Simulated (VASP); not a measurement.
**CaVAgO4: electric field gradients with PBE**

The system is CaVAgO4.

```
Ca V Ag O
1.0
     7.03255    0.00000    0.00000
     0.00000    5.86684    0.00000
     0.00000    0.00000    9.38560
Ca V Ag O
4 4 4 16
Direct
  0.99970 0.25000 0.72560
  0.50030 0.75000 0.22560
  0.49970 0.25000 0.77440
  0.00030 0.75000 0.27440
  0.23610 0.25000 0.39860
  0.26390 0.75000 0.89860
  0.73610 0.25000 0.10140
  0.76390 0.75000 0.60140
  0.19623 0.25000 0.06801
  0.30377 0.75000 0.56801
  0.69623 0.25000 0.43199
  0.80377 0.75000 0.93199
  0.51790 0.25000 0.02580
  0.98210 0.75000 0.52580
  0.01790 0.25000 0.47420
  0.48210 0.75000 0.97420
  0.24010 0.50940 0.79350
  0.25990 0.49060 0.29350
  0.74010 0.99060 0.70650
  0.75990 0.00940 0.20650
  0.75990 0.49060 0.20650
  0.74010 0.50940 0.70650
  0.25990 0.00940 0.29350
  0.24010 0.99060 0.79350
  0.39980 0.25000 0.52920
  0.10020 0.75000 0.02920
  0.89980 0.25000 0.97080
  0.60020 0.75000 0.47080
```

```yaml
Program: VASP 6.6.1
Task: electric field gradients
Functional: PBE
Potentials_or_basis: VASP PAW PBE potentials, release 64 (Ca_sv, V_sv, Ag, O)
Cutoff: 520 eV
k_mesh: 3 × 4 × 3
Occupations: fermi-dirac, width 0.02 eV
Spin: no spin polarisation
Dipole_correction: no
Further_INCAR_settings: LREAL = Auto; ALGO = Normal; EDIFF = 1e-08; NBANDS = 136
```

```json
{
  "Pressure": "4.7 GPa",
  "Largest force": "1.535 eV/Å",
  "Band gap on the k mesh": "2.40 eV, indirect (least direct gap 2.60 eV)"
}
```

Forces on the atoms (eV/Å):
```
Ca  -0.024  0.000  0.030
Ca   0.024  0.000  0.030
Ca  -0.024  0.000 -0.030
Ca   0.024  0.000 -0.030
V   -0.535  0.000 -0.613
V    0.535  0.000 -0.613
V   -0.535  0.000  0.613
V    0.535  0.000  0.613
Ag   0.011  0.000 -0.054
Ag  -0.011  0.000 -0.054
Ag   0.011  0.000  0.054
Ag  -0.011  0.000  0.054
O   -0.605  0.000 -0.319
O    0.605  0.000 -0.319
O   -0.605  0.000  0.319
O    0.605  0.000  0.319
O   -0.063 -0.625 -0.407
O    0.063  0.625 -0.407
O   -0.063  0.625  0.407
O    0.063 -0.625  0.407
O    0.063  0.625  0.407
O   -0.063 -0.625  0.407
O    0.063 -0.625 -0.407
O   -0.063  0.625 -0.407
O    1.098  0.000  1.072
O   -1.098  0.000  1.072
O    1.098  0.000 -1.072
O   -1.098  0.000 -1.072
```

Stress tensor (GPa, compression positive):
```
4.16 0.00 0.00
0.00 4.79 0.00
0.00 0.00 5.28
```

Levels at points of the mesh, in eV from the valence-band top:
```csv
k point,band 114,band 115,band 116,band 117,band 118,band 119
"(0.00, 0.00, 0.00)",-0.30,-0.29,-0.17,2.43,2.57,2.66
"(0.00, 0.50, 0.00)",-0.47,-0.42,-0.42,2.73,2.73,3.12
```

Electric field gradients, principal values (V/Å²):
```
 atom    least   middle  greatest (by size)
 1 Ca    6.649   11.757             -18.406
 2 Ca    6.649   11.757             -18.406
 3 Ca    6.649   11.757             -18.406
 4 Ca    6.649   11.757             -18.406
  5 V   -0.001   -7.111               7.112
  6 V   -0.001   -7.111               7.112
  7 V   -0.001   -7.111               7.112
  8 V   -0.001   -7.111               7.112
 9 Ag   26.086   53.747             -79.832
10 Ag   26.086   53.747             -79.832
11 Ag   26.086   53.747             -79.832
12 Ag   26.086   53.747             -79.832
 13 O  -13.578  -19.348              32.926
 14 O  -13.578  -19.348              32.926
 15 O  -13.578  -19.348              32.926
 16 O  -13.578  -19.348              32.926
 17 O    8.474   10.739             -19.213
 18 O    8.474   10.739             -19.213
 19 O    8.474   10.739             -19.213
 20 O    8.474   10.739             -19.213
 21 O    8.474   10.739             -19.213
 22 O    8.474   10.739             -19.213
 23 O    8.474   10.739             -19.213
 24 O    8.474   10.739             -19.213
 25 O  -11.685  -15.836              27.520
 26 O  -11.685  -15.836              27.520
 27 O  -11.685  -15.836              27.520
 28 O  -11.685  -15.836              27.520
```

It took 29 min on 1 thread of Intel(R) Xeon(R) Platinum 8259CL CPU @ 2.50GHz (Skylake/Cascade Lake) (shared host), peak memory 0.69 GiB.

Caveat: without QUAD_EFG the Cq values of the log hold for a quadrupole moment of 1 mb, not for the nuclei; forces of over 1 eV/Å act on the atoms, so gaps and moduli don't describe the material at rest. A k mesh can miss the band edges.
